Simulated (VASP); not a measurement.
Runs of VASP 6.6.1 on Eu. Symmetry: Fm-3m, No. 225, cubic system. Conventional cell: a = 5.579 Å, b = 5.579 Å, c = 5.579 Å, α = 90.00°, β = 90.00°, γ = 90.00°. Within 5.2 Å of Eu (site symmetry m-3m) lie 12 Eu at 3.94 Å. This isn't the form of Eu at room conditions, which is bcc.

```csv
spin,fixed moment (μB),pressure (GPa),moment (μB)
"collinear, zero start",0.0,-4.2,0.00
"collinear, ferromagnetic start",14.0,-3.9,14.00
"collinear, ferromagnetic start",1.8,-1.4,1.80
"collinear, ferromagnetic start",5.2,(a),5.20
"collinear, ferromagnetic start",8.8,-0.9,8.80
"collinear, ferromagnetic start",3.5,-1.4,3.50
"collinear, ferromagnetic start",7.0,(b),7.00
"collinear, ferromagnetic start",10.5,-4.1,10.50
```

Alike in all rows: task single point; level PBE; potentials or basis VASP PAW PBE potentials, release 64 (Eu); cell as given; k mesh 7 × 7 × 7; cutoff (eV) 520; smearing fermi-dirac 0.05 eV.

Task: Fill in the values left out.

Result: (a) 0.4; (b) -0.6.

Caveats: the total moment is fixed, so each spin has its own Fermi level; the cell stands under tension (at least some runs).
